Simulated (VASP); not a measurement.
Runs of VASP 6.6.1 on KTaO3. The structure is that of space group Pm-3m (No. 221), or close to it. The cells are those of the table. 

```csv
level,potentials or basis,cell,k mesh,grid for exact exchange (PRECFOCK),screening parameter,gap on the mesh (eV),pressure (GPa)
LDA,"VASP PAW LDA potentials, release 64 (K_sv, Ta_pv, O)","a = 4.024 Å, 5 atoms",8 × 8 × 8,-,-,1.97,-9.5
PBEsol,"VASP PAW PBE potentials, release 64 (K_sv, Ta_pv, O)","a = 4.024 Å, 5 atoms",8 × 8 × 8,-,-,2.03,(a)
r2SCAN,"VASP PAW PBE potentials, release 64 (K_sv, Ta_pv, O)","a = 4.024 Å, 5 atoms",8 × 8 × 8,-,-,2.53,-4.3
HSE06,"VASP PAW PBE potentials, release 64 (K_sv, Ta_pv, O)","a = 4.024 Å, 5 atoms",4 × 4 × 4,Fast,0.2079 1/Å,(b),-5.4
PBE,"VASP PAW PBE potentials, release 64 (K_sv, Ta_pv, O)","a = 3.949 Å, 5 atoms",8 × 8 × 8,-,-,2.24,12.9
PBE,"VASP PAW PBE potentials, release 64 (K_sv, Ta_pv, O)","a = 4.116 Å, 5 atoms",8 × 8 × 8,-,-,1.96,(c)
PBE,"VASP PAW PBE potentials, release 64 (K_sv, Ta_pv, O)","a = 4.154 Å, 5 atoms",8 × 8 × 8,-,-,1.89,-14.1
PBE,"VASP PAW PBE potentials, release 64 (K_sv, Ta_pv, O)","a = 3.970 Å, 5 atoms",8 × 8 × 8,-,-,2.21,9.1
```

Alike in all rows: task single point; no spin polarisation; cutoff (eV) 520; smearing gaussian 0.05 eV.

Task: Fill in the values left out.

Result: (a) -4.9; (b) 3.41; (c) -10.5.

Caveats: spin-orbit coupling is left out, which moves the levels of the heavy elements; the PAW data sets were made with another functional, which shifts forces and pressure a little (some runs).

A k mesh can miss the band edges, and the runs leave out spin-orbit coupling on Ta.
